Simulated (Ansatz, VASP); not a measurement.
## Hf in VASP and in Ansatz

The input INCAR:

```
PREC = Accurate
ENCUT = 520
EDIFF = 1E-6
ISMEAR = -1
SIGMA = 0.05
LREAL = F
LASPH = T
NELM = 80
ALGO = Normal
ISIF = 2
LWAVE = F
LCHARG = F
GGA = PS
NBANDS = 17
```

Contents of KPOINTS:

```
regular mesh
0
Gamma
  13 13 7
```

POSCAR

```
Hf
1.0
    3.1534945994      0.0000000000      0.0000000000
   -1.5767472997      2.7310064337      0.0000000000
    0.0000000000      0.0000000000      4.9894429718
Hf
2
Direct
    0.3333333333      0.6666666667      0.2500000000
    0.6666666667      0.3333333333      0.7500000000
```

Input for Ansatz:

```yaml
crystal:
  lattice:
    - [3.1534945994, 0.0, 0.0]
    - [-1.5767472997, 2.7310064337, 0.0]
    - [0.0, 0.0, 4.9894429718]
  atoms:
    - { symbol: Hf, position: [0.3333333333, 0.6666666667, 0.25] }
    - { symbol: Hf, position: [0.6666666667, 0.3333333333, 0.75] }
kpoints:
  mp_grid: { grid: [13, 13, 7] }
  band_path:
    path:
      - [0.0, 0.0, 0.0]
      - [0.5, 0.0, 0.0]
      - [0.3333333333, 0.3333333333, 0.0]
      - [0.0, 0.0, 0.0]
      - [0.0, 0.0, 0.5]
      - [0.5, 0.0, 0.5]
      - [0.3333333333, 0.3333333333, 0.5]
      - [0.0, 0.0, 0.5]
      - [0.5, 0.0, 0.5]
    npoints: 5
scf:
  occupations: { method: fermi_dirac, width: 0.05 }
hamiltonian:
  xc: pbesol
  pseudopotentials: { kind: all_electron, lapw: { basis_error: 0.0005 } }
output:
  forces: true
  stress: true
  eigenvalues: true
```

Change from the starting cell: volume scaled by 0.96.

Alike in both runs: task single point; functional PBEsol; k mesh 13 × 13 × 7; occupations fermi-dirac, width 0.05 eV; no spin polarisation.

|  | VASP | Ansatz |
| --- | --- | --- |
| version | VASP 6.6.1 | Ansatz 0.2.0 |
| potentials or method | VASP PAW PBE potentials, release 64 (Hf_pv), cutoff 520 eV | all-electron LAPW, scalar-relativistic |

```csv
,VASP,Ansatz,Ansatz less VASP
pressure (GPa),0.3,0.7,+0.39
"traceless stress, the component that is largest in VASP (GPa)",0.00,0.08,+0.083
```

VASP's potentials were made for PBE, not for PBEsol. Ansatz ran all-electron here, and VASP with PAW potentials.

Spin-orbit coupling is off throughout.
